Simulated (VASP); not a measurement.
# Si (P6_3/mmc) in VASP: further runs

Si is run at these levels: LDA; tasks: single point.

All numbers are computed with VASP 6.6.1; they aren't measurements. Logs are shortened: lines on timing, memory, paths and dates and some standing lists are left out, and cuts for length are marked.

### Step 1. The cell of the first run

It takes space group P6_3/mmc (No. 194, hexagonal). Conventional cell: a = 3.705 Å, b = 3.705 Å, c = 6.620 Å, α = 90.00°, β = 90.00°, γ = 120.00°. Within 2.9 Å of Si (site symmetry 3m) lie 4 Si at 2.22 to 2.40 Å.

### Step 2. Single point, LDA (c/a of the conventional cell at fixed volume 1.7865)

The input, INCAR:

```
SYSTEM = Si
ALGO = Normal ; EDIFF = 1E-7
ENCUT = 520 ; ISIF = 2
ISMEAR = 0 ; LASPH = .True.
LCHARG = .True. ; LELF = .True.
LREAL = .False. ; LVHAR = .True.
LWAVE = .False. ; NBANDS = 16
NELM = 60 ; PREC = Accurate
SIGMA = 0.03
```

The input, KPOINTS:

```
k-points
0
Gamma
  12 12 6
  0 0 0
```

The input, POSCAR:

```
Si
1.0
    3.7054125847      0.0000000000      0.0000000000
   -1.8527062924      3.2089814298      0.0000000000
    0.0000000000      0.0000000000      6.6197195825
Si
4
Direct
    0.3333333333      0.6666666667      0.0821179099
    0.6666666667      0.3333333333      0.5821179099
    0.3333333333      0.6666666667      0.4178820901
    0.6666666667      0.3333333333      0.9178820901
```

Potentials or basis: VASP PAW LDA potentials, release 64 (Si).

On the command line:

```bash
$ cat potpaw_LDA.64/Si/POTCAR > POTCAR
$ mpirun -np 1 vasp_std > vasp.out
```

OUTCAR:

```text
SYSTEM = Si
   EDIFF = 1E-7
   ENCUT = 520
   ISIF = 2
   ISMEAR = 0
   LASPH = .True.
   LREAL = .False.
   NELM = 60
   PREC = Accurate

 ion  position               nearest neighbor table
   1  0.333  0.667  0.082-   3 2.22   4 2.40   4 2.40   4 2.40
   2  0.667  0.333  0.582-   4 2.22   3 2.40   3 2.40   3 2.40
   3  0.333  0.667  0.418-   1 2.22   2 2.40   2 2.40   2 2.40
   4  0.667  0.333  0.918-   2 2.22   1 2.40   1 2.40   1 2.40

  LATTYP: Found a hexagonal cell.
 ALAT       =     3.7054125847
 C/A-ratio  =     1.7865000000

  Lattice vectors:

 A1 = (   3.7054125847,   0.0000000000,   0.0000000000)
 A2 = (  -1.8527062924,   3.2089814298,   0.0000000000)
 A3 = (   0.0000000000,   0.0000000000,   6.6197195825)

Analysis of symmetry for initial positions (statically):
=====================================================================
 Subroutine PRICEL returns:
 Original cell was already a primitive cell.

 Routine SETGRP: Setting up the symmetry group for a
 hexagonal supercell.

 Subroutine GETGRP returns: Found 24 space group operations
 (whereof 12 operations were pure point group operations)
 out of a pool of 24 trial point group operations.

The static configuration has the point symmetry D_3d.
 The point group associated with its full space group is D_6h.

Analysis of symmetry for dynamics (positions and initial velocities):
=====================================================================
 Subroutine PRICEL returns:
 Original cell was already a primitive cell.

 Routine SETGRP: Setting up the symmetry group for a
 hexagonal supercell.

 Subroutine GETGRP returns: Found 24 space group operations
 (whereof 12 operations were pure point group operations)
 out of a pool of 24 trial point group operations.

The dynamic configuration has the point symmetry D_3d.
 The point group associated with its full space group is D_6h.

 Subroutine INISYM returns: Found 24 space group operations
 (whereof 12 operations are pure point group operations),
 and found     1 'primitive' translations

----------------------------------------------------------------------------------------

                                     Primitive cell

  volume of cell :      78.7124

  direct lattice vectors                    reciprocal lattice vectors
     3.705412585  0.000000000  0.000000000     0.269875480  0.155812681  0.000000000
    -1.852706292  3.208981430  0.000000000     0.000000000  0.311625362  0.000000000
     0.000000000  0.000000000  6.619719583     0.000000000  0.000000000  0.151063801

  length of vectors
     3.705412585  3.705412585  6.619719583     0.311625362  0.311625362  0.151063801

  position of ions in fractional coordinates (direct lattice)
     0.333333333  0.666666667  0.082117910
     0.666666667  0.333333333  0.582117910
     0.333333333  0.666666667  0.417882090
     0.666666667  0.333333333  0.917882090

  ion indices of the primitive-cell ions
   primitive index   ion index
                 1           1
                 2           2
                 3           3
                 4           4

----------------------------------------------------------------------------------------

 KPOINTS: k-points

Automatic generation of k-mesh.
 Grid dimensions read from file:
 generate k-points for:   12   12    6

 Generating k-lattice:

  Cartesian coordinates                     Fractional coordinates (reciprocal lattice)
     0.022489623  0.012984390  0.000000000     0.083333333  0.000000000  0.000000000
     0.000000000  0.025968780  0.000000000     0.000000000  0.083333333  0.000000000
     0.000000000  0.000000000  0.025177300     0.000000000  0.000000000  0.166666667

  Length of vectors
     0.025968780  0.025968780  0.025177300

  Shift w.r.t. Gamma in fractional coordinates (k-lattice)
     0.000000000  0.000000000  0.000000000

 Subroutine IBZKPT returns following result:
 ===========================================

 Found     76 irreducible k-points:

 Following reciprocal coordinates:
            Coordinates               Weight
  0.000000  0.000000  0.000000      1.000000
  0.083333 -0.000000  0.000000      6.000000
  0.166667 -0.000000  0.000000      6.000000
  0.250000 -0.000000  0.000000      6.000000
  0.333333  0.000000  0.000000      6.000000
  0.416667  0.000000  0.000000      6.000000
[... 16 lines left out ...]
  0.250000 -0.000000  0.166667     12.000000
  0.333333  0.000000  0.166667     12.000000
 [... further k-points ...]
   k-points           NKPTS =     76   k-points in BZ     NKDIM =     76   number of bands    NBANDS=     16
   number of dos      NEDOS =    301   number of ions     NIONS =      4
   total plane-waves  NPLWV =  39200
   dimension x,y,z NGX =    28 NGY =   28 NGZ =   50
   dimension x,y,z NGXF=    56 NGYF=   56 NGZF=  100
   ions per type =               4
   NGX,Y,Z   is equivalent  to a cutoff of  12.56, 12.56, 12.56 a.u.
   NGXF,Y,Z  is equivalent  to a cutoff of  25.12, 25.12, 25.11 a.u.
 SYSTEM =  Si
   PREC   = accura    normal or accurate (medium, high low for compatibility)
   ISTART =      0    job   : 0-new  1-cont  2-samecut
   ICHARG =      2    charge: 1-file 2-atom 10-const
   ISPIN  =      1    spin polarized calculation?
   LNONCOLLINEAR =      F non collinear calculations
   LSORBIT =      F    spin-orbit coupling
   LASPH  =      T    aspherical Exc in radial PAW
   ENCUT  =  520.0 eV  38.22 Ry    6.18 a.u.   6.89  6.89 12.31*2*pi/ulx,y,z
   NELM   =     60;   NELMIN=  2; NELMDL= -5     # of ELM steps
   EDIFF  = 0.1E-06   stopping-criterion for ELM
   LREAL  =      F    real-space projection
   EDIFFG = 0.1E-05   stopping-criterion for IOM
   NSW    =      0    number of steps for IOM
   IBRION =     -1    ionic relax: 0-MD 1-quasi-New 2-CG
   NFREE  =      0    steps in history (QN), initial steepest desc. (CG)
   ISIF   =      2    stress and relaxation
   ISYM   =      2    0-nonsym 1-usesym 2-fastsym
   POTIM  = 0.5000    time-step for ionic-motion
   TEBEG  =    0.0;   TEEND  =   0.0 temperature during run
   PSTRESS=    0.0 pullay stress
   NELECT =      16.0000    total number of electrons
   NUPDOWN=      -1.0000    fix difference up-down
   EMIN   =  10.00;   EMAX   =-10.00  energy-range for DOS
   EFERMI =   0.00;   METHOD = LEGACY
   ISMEAR =     0;   SIGMA  =   0.03  broadening in eV -4-tet -1-fermi 0-gaus
   EFERMI_NEDOS =   21; number of points for ismear=-14 and -15
   IALGO  =     38    algorithm
   IMIX   =      4    mixing-type and parameters
     AMIX     =   0.40;   BMIX     =  1.00
     AMIX_MAG =   1.60;   BMIX_MAG =  1.00
  volume/ion in A,a.u.               =      19.68       132.79
  Fermi-wavevector in a.u.,A,eV,Ry     =   0.962573  1.818999 12.606436  0.926547
  Thomas-Fermi vector in A             =   2.092044
   LORBIT       =      0    0 simple, 1 ext, 2 COOP (PROOUT), +10 PAW based schemes
   GGA     = CA    functional components
   LHFCALC =     F    Hartree Fock is set to
   AEXX    =    0.0000 exact exchange contribution
   IVDW    =     0    specifies the selected vdW correction
   LEPSILON=     F    determine dielectric tensor
   LRPA    =     F    only Hartree local field effects (RPA)
 non-spin polarized calculation
 Gauss-broadening in eV      SIGMA  =   0.03
  energy-cutoff  :      520.00
  volume of cell :       78.71
 maximum number of plane-waves:      2148
 NGX is ok and might be reduce to    28
   NGX = 13   NGY = 13   NGZ = 25

 number of electron      16.0000001 magnetization

 Free energy of the ion-electron system (eV)
  ---------------------------------------------------
  ext. energy  EPLUGINS =         0.00000000
  ---------------------------------------------------
  free energy    TOTEN  =       -23.12050831 eV

  energy without entropy =      -23.12021121  energy(sigma->0) =      -23.12035976

 E-fermi :   6.4424     XC(G=0):  -9.7025

 val. band max:        6.3956753902   @ k =   0.0000   0.0000   0.3333
 cond. band min:       6.4547481020   @ k =   0.3333   0.3333   0.1667
 fundamental gap:      0.0590727118
 Fermi energy:         6.4424269541

 k-point     1 :       0.0000    0.0000    0.0000
  band No.  band energies     occupation
      1      -6.1242      2.00000
      2      -3.7494      2.00000
      3      -2.0815      2.00000
      4       4.4078      2.00000
      5       5.4038      2.00000
      6       5.4038      2.00000
[... 8 lines left out ...]
     15      10.9195      0.00000
     16      12.1928      0.00000

 k-point     2 :       0.0833   -0.0000    0.0000
  band No.  band energies     occupation
      1      -6.0384      2.00000
      2      -3.6601      2.00000
      3      -2.0283      2.00000
      4       4.3558      2.00000
      5       4.6864      2.00000
      6       5.2015      2.00000
[... 8 lines left out ...]
     15      11.3036      0.00000
     16      11.6363      0.00000

 k-point     3 :       0.1667   -0.0000    0.0000
  band No.  band energies     occupation
      1      -5.7836      2.00000
      2      -3.3936      2.00000
      3      -1.8858      2.00000
      4       3.3703      2.00000
      5       4.2119      2.00000
      6       4.7687      2.00000
[... 8 lines left out ...]
     15      12.1420      0.00000
     16      12.3034      0.00000

 k-point     4 :       0.2500   -0.0000    0.0000
  band No.  band energies     occupation
      1      -5.3684      2.00000
      2      -2.9562      2.00000
      3      -1.7235      2.00000
      4       2.1356      2.00000
      5       3.5130      2.00000
      6       3.8613      2.00000
[... 8 lines left out ...]
     15      12.7311      0.00000
     16      13.0632      0.00000
[... 324 lines left out ...]
 k-point    22 :       0.1667   -0.0000    0.1667
  band No.  band energies     occupation
      1      -5.6990      2.00000
      2      -3.8171      2.00000
      3      -1.3179      2.00000
      4       3.3903      2.00000
      5       3.5741      2.00000
      6       4.8392      2.00000
[... 8 lines left out ...]
     15      11.8399      0.00000
     16      12.2818      0.00000

 k-point    23 :       0.2500   -0.0000    0.1667
  band No.  band energies     occupation
      1      -5.2847      2.00000
      2      -3.4079      2.00000
      3      -1.1528      2.00000
      4       2.2356      2.00000
      5       2.8614      2.00000
      6       4.1637      2.00000
[... 8 lines left out ...]
     15      12.8418      0.00000
     16      12.8425      0.00000

 k-point    24 :       0.3333    0.0000    0.1667
  band No.  band energies     occupation
      1      -4.7336      2.00000
      2      -2.8889      2.00000
      3      -1.1564      2.00000
      4       1.4254      2.00000
      5       1.7601      2.00000
      6       3.6286      2.00000
[... 8 lines left out ...]
     15      13.5711      0.00000
     16      13.6823      0.00000

 [... further k-points ...]

------------------------ aborting loop because EDIFF is reached ----------------------------------------

  FORCE on cell =-STRESS in cart. coord.  units (eV):
  Direction    XX          YY          ZZ          XY          YZ          ZX
  --------------------------------------------------------------------------------------
  -------------------------------------------------------------------------------------
  Total       -0.3383213     -0.3383213     -0.6962655      0.0000000     -0.0000000     -0.0000000
  in kB       -6.8864690     -6.8864690    -14.1723573      0.0000000     -0.0000000     -0.0000000
  external PRESSURE =      -9.3150984 kB  Pullay stress =       0.0000000 kB

 VOLUME and BASIS-vectors are now :
 -----------------------------------------------------------------------------
  energy-cutoff  :      520.00
  volume of cell :       78.71
      direct lattice vectors                 reciprocal lattice vectors
     3.705412585  0.000000000  0.000000000     0.269875480  0.155812681  0.000000000
    -1.852706292  3.208981430  0.000000000     0.000000000  0.311625362  0.000000000
     0.000000000  0.000000000  6.619719583     0.000000000  0.000000000  0.151063801

 POSITION                                       TOTAL-FORCE (eV/Angst)
 -----------------------------------------------------------------------------------
     -0.00000      2.13932      0.54360        -0.000000     -0.000000     -2.777826
      1.85271      1.06966      3.85346         0.000000      0.000000     -2.777826
     -0.00000      2.13932      2.76626         0.000000     -0.000000      2.777826
      1.85271      1.06966      6.07612        -0.000000      0.000000      2.777826
 -----------------------------------------------------------------------------------
    total drift:                               -0.000000      0.000000      0.000000

  FREE ENERGIE OF THE ION-ELECTRON SYSTEM (eV)
  ---------------------------------------------------
  free  energy   TOTEN  =       -23.1205083062 eV

  energy  without entropy=      -23.1202112099  energy(sigma->0) =      -23.12035976
```

Wall time 73 s (1 thread of Intel Xeon 6975P-C, shared host); peak memory 0.2 GiB.

What came out:

```
Free energy            : -23.1205 eV
Pressure               : -0.9 GPa
Largest force          : 2.778 eV/Å
Band gap on the k mesh : zero (band 8 reaches 7.06 eV, above the bottom of band 9 at 6.03 eV)
```

Forces in eV/Å, atoms in the order of the input:
```
Si   0.000  0.000 -2.778
Si   0.000  0.000 -2.778
Si   0.000  0.000  2.778
Si   0.000  0.000  2.778
```

Caveat: forces of over 1 eV/Å act on the atoms, so gaps and moduli don't describe the material at rest.

### Step 3. Single point, LDA (c/a of the conventional cell at fixed volume 1.9189)

The input, INCAR:

```
PREC = Accurate
ENCUT = 520
EDIFF = 1E-7
ISMEAR = 0
SIGMA = 0.03
LREAL = False
LASPH = True
NELM = 100
ALGO = Normal
ISIF = 2
LWAVE = False
LCHARG = True
LELF = True
LVHAR = True
NBANDS = 16
```

The input, KPOINTS:

```
Automatic mesh
0
Gamma
  12 12 6
```

The input, POSCAR:

```
Si
1.0
    3.6181519190      0.0000000000      0.0000000000
   -1.8090759595      3.1334114766      0.0000000000
    0.0000000000      0.0000000000      6.9428717174
Si
4
Direct
    0.3333333333      0.6666666667      0.0439541821
    0.6666666667      0.3333333333      0.5439541821
    0.3333333333      0.6666666667      0.4560458179
    0.6666666667      0.3333333333      0.9560458179
```

Potentials or basis: VASP PAW LDA potentials, release 64 (Si).

On the command line:

```bash
$ cat potpaw_LDA.64/Si/POTCAR > POTCAR
$ mpirun -np 1 vasp_std > vasp.out
```

Run time: 85 s. Hardware: 1 thread of Intel Xeon 6975P-C, shared host; peak memory 0.2 GiB.

Results (log left out):

* Free energy: -22.0987 eV
* Pressure: 10.7 GPa
* Largest force: 2.304 eV/Å
* Band gap on the k mesh: 0.17 eV, indirect (least direct gap 0.20 eV)

Forces in eV/Å, atoms in the order of the input:
```
Si   0.000  0.000  2.304
Si   0.000  0.000  2.304
Si   0.000  0.000 -2.304
Si   0.000  0.000 -2.304
```

Stress tensor (GPa, compression positive):
```
 21.21   0.00   0.00
  0.00  21.21   0.00
  0.00   0.00 -10.32
```

Levels at points of the mesh, in eV from the valence-band top:
```
           k point  band 6  band 7  band 8  band 9  band 10  band 11
(0.00, 0.00, 0.00)   -0.66   -0.66   -0.60    0.50     2.47     2.68
(0.50, 0.00, 0.00)   -3.05   -2.32   -2.15    0.56     1.75     1.80
(0.00, 0.00, 0.50)   -1.00   -1.00   -1.00    2.85     2.85     3.11
(0.50, 0.00, 0.50)   -2.72   -2.21   -2.21    0.50     0.50     1.07
```

Caveat: forces of over 1 eV/Å act on the atoms, so gaps and moduli don't describe the material at rest. A k mesh can miss the band edges.

(Part 1 of 2 ends here.)
